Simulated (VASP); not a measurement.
# KCl (I4/mmm) in VASP: notebook, part 2 of 2

VASP 6.6.1. Earlier steps stand in the parts before.

## 3. Single point, r2SCAN (strain +0.080 along x and y, +0.000 along z)

The input, POSCAR:

```
KCl
1.0
    0.0000000000      3.4085880000      3.1561000000
    3.4085880000      0.0000000000      3.1561000000
    3.4085880000      3.4085880000      0.0000000000
K Cl
1 1
Direct
    0.0000000000      0.0000000000      0.0000000000
    0.5000000000      0.5000000000      0.5000000000
```

The input, INCAR.step1:

```
SYSTEM = KCl
PREC = Accurate ; ENCUT = 550
ISMEAR = 0 ; SIGMA = 0.05
LREAL = .False. ; LASPH = .True.
NELM = 120 ; NBANDS = 15
GGA = PE ; ALGO = Normal
EDIFF = 1E-5 ; LWAVE = .True.
LCHARG = .False. ; GGA_COMPAT = .False.
```

The input, INCAR.step2:

```
SYSTEM = KCl
PREC = Accurate ; ENCUT = 550
EDIFF = 1E-6 ; ISMEAR = 0
SIGMA = 0.05 ; LREAL = .False.
LASPH = .True. ; NELM = 120
ALGO = Normal ; ISIF = 2
LWAVE = .False. ; LCHARG = .False.
METAGGA = R2SCAN ; LMIXTAU = .True.
NBANDS = 15 ; ISTART = 1
GGA_COMPAT = .False.
```

The input, KPOINTS:

```
regular mesh
0
Gamma
  6 6 6
  0 0 0
```

Potentials or basis: VASP PAW PBE potentials, release 64 (K_sv, Cl).

On the command line:

```
cat potpaw_PBE.64/K_sv/POTCAR potpaw_PBE.64/Cl/POTCAR > POTCAR
cp INCAR.step1 INCAR
mpirun -np 1 vasp_std > vasp.out
cp INCAR.step2 INCAR
mpirun -np 1 vasp_std > vasp.out
```

Run time: 4.9 min. Hardware: 1 thread of AMD EPYC 7R13, shared host; peak memory 0.21 GiB.

Results (log left out):

```
Free energy            : -16.4089 eV
Pressure               : -1.9 GPa
Band gap on the k mesh : 5.29 eV
```

Stress tensor (GPa, compression positive):
```
-2.37  0.00  0.00
 0.00 -2.37  0.00
 0.00  0.00 -0.95
```

Levels at points of the mesh, in eV from the valence-band top:
```tsv
k point	band 6	band 7	band 8	band 9	band 10	band 11
(0.00, 0.00, 0.00)	-0.01	-0.01	0.00	5.29	8.79	8.79
(0.50, 0.00, 0.00)	-0.81	-0.23	-0.23	7.64	8.55	10.71
(0.50, 0.50, 0.00)	-0.51	-0.24	-0.24	7.02	8.60	10.05
(0.50, 0.00, 0.50)	-0.58	-0.19	-0.16	7.18	8.43	9.57
```

Caveat: the cell differs from its parent crystal (strain +0.080 along x and y, +0.000 along z); the PAW data sets were made with another functional, which shifts forces and pressure a little.

## 4. Single point, r2SCAN (strain +0.080 along x and y, +0.040 along z)

The input, POSCAR:

```
KCl
1.0
    0.0000000000      3.4085880000      3.2823440000
    3.4085880000      0.0000000000      3.2823440000
    3.4085880000      3.4085880000      0.0000000000
K Cl
1 1
Direct
    0.0000000000      0.0000000000      0.0000000000
    0.5000000000      0.5000000000      0.5000000000
```

The input, INCAR.step1:

```
PREC     = Accurate       # precision mode
ENCUT    = 550            # plane-wave cutoff, eV
ISMEAR   = 0              # smearing method
SIGMA    = 0.05           # smearing width, eV
LREAL    = False          # projectors in reciprocal space
LASPH    = True           # aspherical terms in the spheres
NELM     = 120            # most SCF steps
NBANDS   = 15             # bands
GGA      = PE             # functional
ALGO     = Normal         # electronic algorithm
EDIFF    = 1E-5           # SCF threshold, eV
LWAVE    = True           # write WAVECAR
LCHARG   = False          # write CHGCAR
GGA_COMPAT= False
```

The input, INCAR.step2:

```
PREC     = Accurate       # precision mode
ENCUT    = 550            # plane-wave cutoff, eV
EDIFF    = 1E-6           # SCF threshold, eV
ISMEAR   = 0              # smearing method
SIGMA    = 0.05           # smearing width, eV
LREAL    = False          # projectors in reciprocal space
LASPH    = True           # aspherical terms in the spheres
NELM     = 120            # most SCF steps
ALGO     = Normal         # electronic algorithm
ISIF     = 2              # what is computed and relaxed
LWAVE    = False          # write WAVECAR
LCHARG   = True           # write CHGCAR
METAGGA  = R2SCAN         # meta-GGA
LMIXTAU  = True         
LELF     = True           # ELF
LVHAR    = True         
NBANDS   = 15             # bands
ISTART   = 1            
GGA_COMPAT= False
```

The input, KPOINTS:

```
Automatic mesh
0
Gamma
  6 6 6
```

Potentials or basis: VASP PAW PBE potentials, release 64 (K_sv, Cl).

On the command line:

```
cat potpaw_PBE.64/K_sv/POTCAR potpaw_PBE.64/Cl/POTCAR > POTCAR
cp INCAR.step1 INCAR
mpirun -np 1 vasp_std > vasp.out
cp INCAR.step2 INCAR
mpirun -np 1 vasp_std > vasp.out
```

OUTCAR:

```text
PREC = Accurate
   ENCUT = 550
   EDIFF = 1E-6
   ISMEAR = 0
   LREAL = False
   LASPH = True
   NELM = 120
   ISIF = 2
   METAGGA = R2SCAN
   ISTART = 1

 ion  position               nearest neighbor table
   1  0.000  0.000  0.000-
   2  0.500  0.500  0.500-

  LATTYP: Found a body centered tetragonal cell.
 ALAT       =     4.8204713781
 C/A-ratio  =     1.3618352823

  Lattice vectors:
[... 615 lines left out ...]
     14       8.4547      0.00000
     15       8.7767      0.00000

 [... further k-points ...]

------------------------ aborting loop because EDIFF is reached ----------------------------------------

  FORCE on cell =-STRESS in cart. coord.  units (eV):
  Direction    XX          YY          ZZ          XY          YZ          ZX
  --------------------------------------------------------------------------------------
  -------------------------------------------------------------------------------------
  Total       -1.1800989     -1.1800989     -0.9746293      0.0000000     -0.0000000      0.0000000
  in kB      -24.7893917    -24.7893917    -20.4732563      0.0000000     -0.0000000      0.0000000
  external PRESSURE =     -23.3506799 kB  Pullay stress =       0.0000000 kB

 VOLUME and BASIS-vectors are now :
 -----------------------------------------------------------------------------
  energy-cutoff  :      550.00
  volume of cell :       76.27
      direct lattice vectors                 reciprocal lattice vectors
     0.000000000  3.408588000  3.282344000    -0.146688306  0.146688306  0.152330164
     3.408588000  0.000000000  3.282344000     0.146688306 -0.146688306  0.152330164
     3.408588000  3.408588000  0.000000000     0.146688306  0.146688306 -0.152330164

 POSITION                                       TOTAL-FORCE (eV/Angst)
 -----------------------------------------------------------------------------------
      0.00000      0.00000      0.00000         0.000000     -0.000000      0.000000
      3.40859      3.40859      3.28234        -0.000000      0.000000      0.000000
 -----------------------------------------------------------------------------------
    total drift:                                0.000000      0.000000      0.000000

  FREE ENERGIE OF THE ION-ELECTRON SYSTEM (eV)
  ---------------------------------------------------
  free  energy   TOTEN  =       -16.3809906232 eV

  energy  without entropy=      -16.3809906232  energy(sigma->0) =      -16.38099062
```

OUTCAR.step1:

```text
PREC = Accurate
   ENCUT = 550
   ISMEAR = 0
   LREAL = False
   LASPH = True
[... 654 lines left out ...]
      0.00000      0.00000      0.00000        -0.000000      0.000000      0.000000
      3.40859      3.40859      3.28234         0.000000     -0.000000      0.000000
 -----------------------------------------------------------------------------------
    total drift:                                0.000000      0.000000      0.000000

  FREE ENERGIE OF THE ION-ELECTRON SYSTEM (eV)
  ---------------------------------------------------
  free  energy   TOTEN  =        -6.7385694253 eV

  energy  without entropy=       -6.7385694253  energy(sigma->0) =       -6.73856943
```

Run time: 5.4 min. Hardware: 1 thread of AMD EPYC 7R13, shared host; peak memory 0.21 GiB.

What came out:

- Free energy: -16.3810 eV
- Pressure: -2.3 GPa
- Band gap on the k mesh: 5.20 eV

Stress tensor (GPa, compression positive):
```
-2.48  0.00  0.00
 0.00 -2.48  0.00
 0.00  0.00 -2.05
```

Caveat: the cell differs from its parent crystal (strain +0.080 along x and y, +0.040 along z); the PAW data sets were made with another functional, which shifts forces and pressure a little.

## 5. Overview

```csv
cell,gap on the mesh (eV),pressure (GPa)
"a = 4.561, b = 4.561, c = 4.820 Å, angles 58.1, 58.1, 63.8°, 2 atoms",5.36,-1.1
"a = 4.645, b = 4.645, c = 4.820 Å, angles 58.7, 58.7, 62.5°, 2 atoms",5.29,-1.9
"a = 4.732, b = 4.732, c = 4.820 Å, angles 59.4, 59.4, 61.2°, 2 atoms",5.20,-2.3
```

Alike in all rows: task single point; level r2SCAN; potentials or basis VASP PAW PBE potentials, release 64 (K_sv, Cl); no spin polarisation; k mesh 6 × 6 × 6; cutoff (eV) 550; smearing gaussian 0.05 eV.

Caveats: the PAW data sets were made with another functional, which shifts forces and pressure a little.

Absolute energies hang on the potentials; compare differences alone.
